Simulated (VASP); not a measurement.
# MgO2 (R-3m) in VASP: a series of runs

MgO2 is run at these levels: r2SCAN; tasks: single point.

Everything below comes from runs of VASP 6.6.1. Logs are shortened: lines on timing, memory, paths and dates and some standing lists are left out, and cuts for length are marked.

## 1. The cell of the first run

It takes space group R-3m (No. 166, trigonal). The conventional cell has a = 3.210 Å, b = 3.210 Å, c = 10.167 Å, α = 90.00°, β = 90.00°, γ = 120.00°. Within 2.8 Å of Mg (site symmetry -3m) lie 6 O at 2.09 Å. Within 1.9 Å of O (site symmetry 3m) lie 1 O at 1.45 Å.

## 2. Single point, r2SCAN (strain +0.000 along x and y, -0.030 along z)

File POSCAR:

```
MgO2
1.0
    1.6047610160      0.9265092046      3.3891595087
   -1.6047610160      0.9265092046      3.3891595087
    0.0000000000     -1.8530184092      3.3891595087
Mg O
1 2
Direct
    0.0000000000      0.0000000000      0.0000000000
    0.4287860000      0.4287860000      0.4287860000
    0.5712140000      0.5712140000      0.5712140000
```

File INCAR.step1:

```
SYSTEM = MgO2
PREC = Accurate ; ENCUT = 520
ISMEAR = 0 ; SIGMA = 0.05
LREAL = .FALSE. ; LASPH = .TRUE.
NELM = 60 ; NBANDS = 14
GGA = PE ; ALGO = Normal
EDIFF = 1E-4 ; LWAVE = .TRUE.
LCHARG = .FALSE.
```

File INCAR.step2:

```
SYSTEM = MgO2
PREC = Accurate ; ENCUT = 520
EDIFF = 1E-7 ; ISMEAR = 0
SIGMA = 0.05 ; LREAL = .FALSE.
LASPH = .TRUE. ; NELM = 60
ALGO = Normal ; ISIF = 2
LWAVE = .FALSE. ; LCHARG = .TRUE.
METAGGA = R2SCAN ; LMIXTAU = .TRUE.
LELF = .TRUE. ; LVHAR = .TRUE.
NBANDS = 14 ; ISTART = 1
```

File KPOINTS:

```
Automatic mesh
0
G
  12 12 12
  0 0 0
```

Potentials or basis: VASP PAW PBE potentials, release 64 (Mg, O).

Launch:

```sh
$ cat potpaw_PBE.64/Mg/POTCAR potpaw_PBE.64/O/POTCAR > POTCAR
$ cp INCAR.step1 INCAR
$ mpirun -np 1 vasp_std > vasp.out
$ cp INCAR.step2 INCAR
$ mpirun -np 1 vasp_std > vasp.out
```

OUTCAR:

```text
SYSTEM = MgO2
   PREC = Accurate
   ENCUT = 520
   EDIFF = 1E-7
   ISMEAR = 0
   LREAL = .FALSE.
   LASPH = .TRUE.
   NELM = 60
   ISIF = 2
   METAGGA = R2SCAN
   ISTART = 1

 ion  position               nearest neighbor table
   1  0.000  0.000  0.000-   3 2.09   3 2.09   2 2.09   2 2.09   3 2.09   2 2.09
   2  0.429  0.429  0.429-   3 1.45   1 2.09   1 2.09   1 2.09
   3  0.571  0.571  0.571-   2 1.45   1 2.09   1 2.09   1 2.09

  LATTYP: Found a trigonal (rhomboedric) cell.
 ALAT       =     3.8626518611
 COS(alpha) =     0.6547930008

  Lattice vectors:

 A1 = (   1.6047610160,   0.9265092046,   3.3891595087)
 A2 = (  -1.6047610160,   0.9265092046,   3.3891595087)
 A3 = (   0.0000000000,  -1.8530184092,   3.3891595087)

Analysis of symmetry for initial positions (statically):
=====================================================================
 Subroutine PRICEL returns:
 Original cell was already a primitive cell.

 Routine SETGRP: Setting up the symmetry group for a
 trigonal (rhombohedral) supercell.

 Subroutine GETGRP returns: Found 12 space group operations
 (whereof 12 operations were pure point group operations)
 out of a pool of 12 trial point group operations.

The static configuration has the point symmetry D_3d.

Analysis of symmetry for dynamics (positions and initial velocities):
=====================================================================
 Subroutine PRICEL returns:
 Original cell was already a primitive cell.

 Routine SETGRP: Setting up the symmetry group for a
 trigonal (rhombohedral) supercell.

 Subroutine GETGRP returns: Found 12 space group operations
 (whereof 12 operations were pure point group operations)
 out of a pool of 12 trial point group operations.

The dynamic configuration has the point symmetry D_3d.

 Subroutine INISYM returns: Found 12 space group operations
 (whereof 12 operations are pure point group operations),
 and found     1 'primitive' translations

----------------------------------------------------------------------------------------

                                     Primitive cell

  volume of cell :      30.2345

  direct lattice vectors                    reciprocal lattice vectors
     1.604761016  0.926509205  3.389159509     0.311572873  0.179886682  0.098352802
    -1.604761016  0.926509205  3.389159509    -0.311572873  0.179886682  0.098352802
     0.000000000 -1.853018409  3.389159509     0.000000000 -0.359773364  0.098352802

  length of vectors
     3.862651861  3.862651861  3.862651861     0.372974727  0.372974727  0.372974727

[... 95 lines left out ...]
   EMIN   =  10.00;   EMAX   =-10.00  energy-range for DOS
   EFERMI =   0.00;   METHOD = LEGACY
   ISMEAR =     0;   SIGMA  =   0.05  broadening in eV -4-tet -1-fermi 0-gaus
   EFERMI_NEDOS =   21; number of points for ismear=-14 and -15
   IALGO  =     38    algorithm
   IMIX   =      4    mixing-type and parameters
     AMIX     =   0.40;   BMIX     =  1.00
     AMIX_MAG =   1.60;   BMIX_MAG =  1.00
  volume/ion in A,a.u.               =      10.08        68.01
  Fermi-wavevector in a.u.,A,eV,Ry     =   1.266533  2.393400 21.825173  1.604105
  Thomas-Fermi vector in A             =   2.399728
   LORBIT       =      0    0 simple, 1 ext, 2 COOP (PROOUT), +10 PAW based schemes
   METAGGA = R2SCAN    functional components
   LHFCALC =     F    Hartree Fock is set to
   AEXX    =    0.0000 exact exchange contribution
   IVDW    =     0    specifies the selected vdW correction
   LEPSILON=     F    determine dielectric tensor
   LRPA    =     F    only Hartree local field effects (RPA)
 non-spin polarized calculation
 Gauss-broadening in eV      SIGMA  =   0.05
  energy-cutoff  :      520.00
  volume of cell :       30.23
 maximum number of plane-waves:       827
 NGX is ok and might be reduce to    30
   NGX = 15   NGY = 15   NGZ = 15

 number of electron      14.0000001 magnetization

 Free energy of the ion-electron system (eV)
  ---------------------------------------------------
  ext. energy  EPLUGINS =         0.00000000
  ---------------------------------------------------
  free energy    TOTEN  =       -21.53156234 eV

  energy without entropy =      -21.53156234  energy(sigma->0) =      -21.53156234

 E-fermi :   2.9329     XC(G=0): -10.8862

 val. band max:        2.6771271975   @ k =   0.5000   0.5000   0.5000
 cond. band min:       6.2649375971   @ k =   0.5000   0.5000   0.5000
 fundamental gap:      3.5878103996
 Fermi energy:         2.9329056782

 k-point     1 :       0.0000    0.0000    0.0000
  band No.  band energies     occupation
      1     -20.3016      2.00000
      2     -12.6243      2.00000
      3      -5.2706      2.00000
      4      -1.1848      2.00000
      5      -1.1848      2.00000
      6       1.7590      2.00000
      7       1.7590      2.00000
      8       7.7388      0.00000
      9       8.7806      0.00000
     10      16.2988      0.00000
     11      18.1662      0.00000
     12      18.1662      0.00000
     13      18.4062      0.00000
     14      20.4009      0.00000
[... 377 lines left out ...]
      1     -19.7841      2.00000
      2     -13.0546      2.00000
      3      -4.3197      2.00000
      4      -3.4482      2.00000
      5      -1.8930      2.00000
      6       1.1503      2.00000
      7       1.5703      2.00000
      8       8.0990      0.00000
      9      12.5886      0.00000
     10      13.6239      0.00000
     11      16.5197      0.00000
     12      18.4650      0.00000
     13      18.8945      0.00000
     14      20.7771      0.00000

 [... further k-points ...]

------------------------ aborting loop because EDIFF is reached ----------------------------------------

  FORCE on cell =-STRESS in cart. coord.  units (eV):
  Direction    XX          YY          ZZ          XY          YZ          ZX
  --------------------------------------------------------------------------------------
  -------------------------------------------------------------------------------------
  Total       -1.0262928     -1.0262928      2.2213011      0.0000000      0.0000000      0.0000000
  in kB      -54.3849210    -54.3849210    117.7103483      0.0000000      0.0000000      0.0000000
  external PRESSURE =       2.9801688 kB  Pullay stress =       0.0000000 kB

 VOLUME and BASIS-vectors are now :
 -----------------------------------------------------------------------------
  energy-cutoff  :      520.00
  volume of cell :       30.23
      direct lattice vectors                 reciprocal lattice vectors
     1.604761016  0.926509205  3.389159509     0.311572873  0.179886682  0.098352802
    -1.604761016  0.926509205  3.389159509    -0.311572873  0.179886682  0.098352802
     0.000000000 -1.853018409  3.389159509     0.000000000 -0.359773364  0.098352802

 POSITION                                       TOTAL-FORCE (eV/Angst)
 -----------------------------------------------------------------------------------
      0.00000      0.00000      0.00000         0.000000     -0.000000     -0.000000
      0.00000      0.00000      4.35967        -0.000000      0.000000     -1.041050
      0.00000      0.00000      5.80781        -0.000000     -0.000000      1.041050
 -----------------------------------------------------------------------------------
    total drift:                                0.000000     -0.000000      0.000000

  FREE ENERGIE OF THE ION-ELECTRON SYSTEM (eV)
  ---------------------------------------------------
  free  energy   TOTEN  =       -21.5315623425 eV

  energy  without entropy=      -21.5315623425  energy(sigma->0) =      -21.53156234
```

Run time: 7.5 min. Hardware: 1 thread of Intel Xeon 8259CL, shared host; peak memory 0.23 GiB.

What came out:

```
Free energy            : -21.5316 eV
Pressure               : 0.3 GPa
Largest force          : 1.041 eV/Å
Band gap on the k mesh : 3.59 eV
```

Forces on the atoms (eV/Å):
```
Mg   0.000  0.000  0.000
O    0.000  0.000 -1.041
O    0.000  0.000  1.041
```

Levels at points of the mesh, in eV from the valence-band top:
```tsv
k point	band 4	band 5	band 6	band 7	band 8	band 9	band 10	band 11
(0.00, 0.00, 0.00)	-3.86	-3.86	-0.92	-0.92	5.06	6.10	13.62	15.49
(0.50, 0.00, 0.00)	-6.54	-4.19	-1.37	-1.05	5.45	9.21	10.99	13.68
(0.50, 0.50, 0.00)	-5.85	-4.92	-2.14	-0.11	4.81	8.25	11.65	13.82
(0.50, 0.50, 0.50)	-4.44	-4.44	0.00	0.00	3.59	5.30	10.78	14.87
```

Caveat: the cell differs from its parent crystal (strain +0.000 along x and y, -0.030 along z); the PAW data sets were made with another functional, which shifts forces and pressure a little. A k mesh can miss the band edges.

## 3. Single point, r2SCAN (strain -0.015 along x and y, +0.000 along z)

File POSCAR:

```
MgO2
1.0
    1.5806896008      0.9126115665      3.4939788749
   -1.5806896008      0.9126115665      3.4939788749
    0.0000000000     -1.8252231330      3.4939788749
Mg O
1 2
Direct
    0.0000000000      0.0000000000      0.0000000000
    0.4287860000      0.4287860000      0.4287860000
    0.5712140000      0.5712140000      0.5712140000
```

File INCAR.step1:

```
PREC = Accurate
ENCUT = 520
ISMEAR = 0
SIGMA = 0.05
LREAL = F
LASPH = T
NELM = 60
NBANDS = 14
GGA = PE
ALGO = Normal
EDIFF = 1E-4
LWAVE = T
LCHARG = F
```

File INCAR.step2:

```
PREC = Accurate
ENCUT = 520
EDIFF = 1E-7
ISMEAR = 0
SIGMA = 0.05
LREAL = F
LASPH = T
NELM = 60
ALGO = Normal
ISIF = 2
LWAVE = F
LCHARG = F
METAGGA = R2SCAN
LMIXTAU = T
NBANDS = 14
ISTART = 1
```

File KPOINTS:

```
Automatic mesh
0
Gamma
  12 12 12
```

Potentials or basis: VASP PAW PBE potentials, release 64 (Mg, O).

Launch:

```sh
$ cat potpaw_PBE.64/Mg/POTCAR potpaw_PBE.64/O/POTCAR > POTCAR
$ cp INCAR.step1 INCAR
$ mpirun -np 1 vasp_std > vasp.out
$ cp INCAR.step2 INCAR
$ mpirun -np 1 vasp_std > vasp.out
```

Run time: 7.7 min. Hardware: 1 thread of Intel Xeon 8259CL, shared host; peak memory 0.23 GiB.

Results (log left out):

```
Free energy            : -21.5707 eV
Pressure               : -2.7 GPa
Largest force          : 0.146 eV/Å
Band gap on the k mesh : 2.87 eV
```

Forces on the atoms (eV/Å):
```
Mg   0.000  0.000  0.000
O    0.000  0.000  0.146
O    0.000  0.000 -0.146
```

Stress tensor (GPa, compression positive):
```
-1.51  0.00  0.00
 0.00 -1.51  0.00
 0.00  0.00 -4.99
```

Levels at points of the mesh, in eV from the valence-band top:
```csv
k point,band 5,band 6,band 7,band 8,band 9,band 10
"(0.00, 0.00, 0.00)",-3.39,-0.84,-0.84,5.57,5.58,13.30
"(0.50, 0.00, 0.00)",-3.76,-1.29,-1.21,4.84,9.69,11.65
"(0.50, 0.50, 0.00)",-4.44,-2.20,-0.17,4.14,8.88,12.30
"(0.50, 0.50, 0.50)",-3.94,0.00,0.00,2.87,5.93,10.72
```

Caveat: the cell differs from its parent crystal (strain -0.015 along x and y, +0.000 along z); the PAW data sets were made with another functional, which shifts forces and pressure a little.

(Part 1 of 2 ends here.)
